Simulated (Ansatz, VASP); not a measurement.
Cs2AgBiBr6: VASP beside Ansatz

```
CELL_PARAMETERS angstrom
0.00000 5.66907 5.66907
5.66907 0.00000 5.66907
5.66907 5.66907 0.00000
ATOMIC_POSITIONS crystal
Bi 0.00000 0.00000 0.00000
Ag 0.50000 0.50000 0.50000
Cs 0.25000 0.25000 0.25000
Cs 0.75000 0.75000 0.75000
Br 0.25055 0.74945 0.25055
Br 0.25055 0.74945 0.74945
Br 0.74945 0.25055 0.74945
Br 0.74945 0.25055 0.25055
Br 0.25055 0.25055 0.74945
Br 0.74945 0.74945 0.25055
```

Alike in both runs: task single point; functional PBE; k mesh 4 × 4 × 4; no spin polarisation.

```csv
,VASP,Ansatz
version,VASP 6.6.1,Ansatz 0.2.0
potentials or method,"VASP PAW PBE potentials, release 64 (Bi_d, Ag, Cs_sv, Br), cutoff 520 eV",PAW plane waves
occupations,"fermi-dirac, width 0.1 eV",fermi-dirac
valence electrons in the cell,86,94
```

|  | VASP | Ansatz | Ansatz less VASP |
| --- | --- | --- | --- |
| pressure (GPa) | 1.0 | 1.0 | 0.00 |
| rms of the force components (eV/Å) | 0.087 | 0.085 | -0.0016 |

Atom by atom the forces differ by 0.002 eV/Å (rms over components). VASP's potentials hold 86 valence electrons a cell and Ansatz's 94, so a difference there can come from the potentials and not from the codes.

Spin-orbit coupling is off throughout.
